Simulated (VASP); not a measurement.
Here is a VASP 6.6.1 calculation.

The input INCAR:

```
PREC = Accurate ; ENCUT = 520
EDIFF = 1E-6 ; ISMEAR = -1
SIGMA = 0.1 ; LREAL = False
LASPH = True ; NELM = 100
ALGO = Normal ; ISIF = 2
LWAVE = False ; LCHARG = True
GGA = PS ; LELF = True
LVHAR = True ; NBANDS = 19
```

The input KPOINTS:

```
Automatic mesh
0
Gamma
  11 11 11
```

Contents of POSCAR:

```
Ti
1.0
    0.0000000000      2.7668654380      2.7668654380
    2.7668654380      0.0000000000      2.7668654380
    2.7668654380      2.7668654380      0.0000000000
Ti
2
Direct
    0.1250000000      0.1250000000      0.1250000000
    0.8750000000      0.8750000000      0.8750000000
```

Potentials or basis: VASP PAW PBE potentials, release 64 (Ti_sv).

Launch:

```bash
$ cat potpaw_PBE.64/Ti_sv/POTCAR > POTCAR
$ mpirun -np 1 vasp_std > vasp.out
```

Problem. What does it give for the band gap on the k mesh?

Solution. Zero (band 12 reaches 5.96 eV, above the bottom of band 13 at 5.74 eV).

Problem. What does it give for the pressure?

Solution. 0.1 GPa.

Caveat: the PAW data sets were made with another functional, which shifts forces and pressure a little.
